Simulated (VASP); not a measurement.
Wanted: the native input for a VASP 6.6.1 run.

* Task: single point
* Functional: r2SCAN
* Potentials or basis: VASP PAW PBE potentials, release 64 (Al, N)
* Cutoff: 520 eV
* k mesh: 6 × 6 × 4
* Occupations: gaussian, width 0.01 eV
* Spin: no spin polarisation
* Dipole correction: no
* Further INCAR settings: ALGO = Normal; EDIFF = 1e-06; NBANDS = 16

The system is AlN.

```
CELL_PARAMETERS angstrom
3.10669 0.00000 0.00000
-1.55335 2.69048 0.00000
0.00000 0.00000 4.97859
ATOMIC_POSITIONS crystal
Al 0.33333 0.66667 0.99670
Al 0.66667 0.33333 0.49670
N 0.33333 0.66667 0.37830
N 0.66667 0.33333 0.87830
```

These files were run (other wordings do the same):

POSCAR

```
AlN
1.0
    3.1066937622      0.0000000000      0.0000000000
   -1.5533468811      2.6904757198      0.0000000000
    0.0000000000      0.0000000000      4.9785915530
Al N
2 2
Direct
    0.3333333333      0.6666666667     -0.0032954729
    0.6666666667      0.3333333333      0.4967045271
    0.3333333333      0.6666666667      0.3782954729
    0.6666666667      0.3333333333      0.8782954729
```

INCAR.step1

```
PREC = Accurate
ENCUT = 520
ISMEAR = 0
SIGMA = 0.01
LREAL = False
LASPH = True
NELM = 80
NBANDS = 16
GGA = PE
ALGO = Normal
EDIFF = 1E-4
LWAVE = True
LCHARG = False
```

INCAR.step2

```
PREC = Accurate
ENCUT = 520
EDIFF = 1E-6
ISMEAR = 0
SIGMA = 0.01
LREAL = False
LASPH = True
NELM = 80
ALGO = Normal
ISIF = 2
LWAVE = False
LCHARG = False
METAGGA = R2SCAN
LMIXTAU = True
NBANDS = 16
ISTART = 1
```

KPOINTS

```
regular mesh
0
Gamma
  6 6 4
```

Potentials or basis: VASP PAW PBE potentials, release 64 (Al, N).

The run is started by

```sh
$ cat potpaw_PBE.64/Al/POTCAR potpaw_PBE.64/N/POTCAR > POTCAR
$ cp INCAR.step1 INCAR
$ mpirun -np 1 vasp_std > vasp.out
$ cp INCAR.step2 INCAR
$ mpirun -np 1 vasp_std > vasp.out
```

It gave:

```yaml
Pressure: -0.4 GPa
Largest_force: 0.003 eV/Å
Band_gap_on_the_k_mesh: 4.92 eV, direct
```

Caveat: the PAW data sets were made with another functional, which shifts forces and pressure a little.

Run time: 27 s on 1 thread of Intel(R) Xeon(R) Platinum 8488C (Sapphire Rapids), on a shared host, peak memory 0.16 GiB.
